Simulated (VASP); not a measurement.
Input of a VASP 6.6.1 run:

INCAR

```
SYSTEM = ZrB3Se2
  ALGO = Normal
  EDIFF = 1E-6
  ENCUT = 520
  GGA = PE
  ISIF = 2
  ISMEAR = 0
  LASPH = .True.
  LCHARG = .False.
  LREAL = .False.
  LWAVE = .False.
  NBANDS = 26
  NELM = 100
  PREC = Accurate
  SIGMA = 0.1
```

Contents of KPOINTS:

```
k-points
0
Gamma
  12 12 12
  0 0 0
```

Contents of POSCAR:

```
ZrB3Se2
1.0
    3.2797867413      1.8935857579      2.8227377207
   -3.2797867413      1.8935857579      2.8227377207
    0.0000000000     -3.7871715159      2.8227377207
Zr B Se
1 3 2
Direct
    0.0000000000      0.0000000000      0.0000000000
    0.5000000000      0.5000000000      0.0000000000
    0.5000000000      0.0000000000      0.5000000000
    0.0000000000      0.5000000000      0.5000000000
    0.6823658603      0.6823658603      0.6823658603
    0.3176341397      0.3176341397      0.3176341397
```

Potentials or basis: VASP PAW PBE potentials, release 64 (Zr_sv, B, Se).

Command:

```console
$ cat potpaw_PBE.64/Zr_sv/POTCAR potpaw_PBE.64/B/POTCAR potpaw_PBE.64/Se/POTCAR > POTCAR
$ mpirun -np 1 vasp_std > vasp.out
```

Estimate the band gap on the k mesh.

zero (an odd number of electrons rules out a gap without spin polarisation).

What does it give for the pressure?

0.2 GPa.

Forces in eV/Å, atoms in the order of the input:
```
Zr   0.000  0.000  0.000
B    0.000  0.000  0.000
B    0.000  0.000  0.000
B    0.000  0.000  0.000
Se   0.000  0.000  0.003
Se   0.000  0.000 -0.003
```

Caveat: an odd number of electrons without spin polarisation forces a metal; a magnetic or distorted state may lie lower.
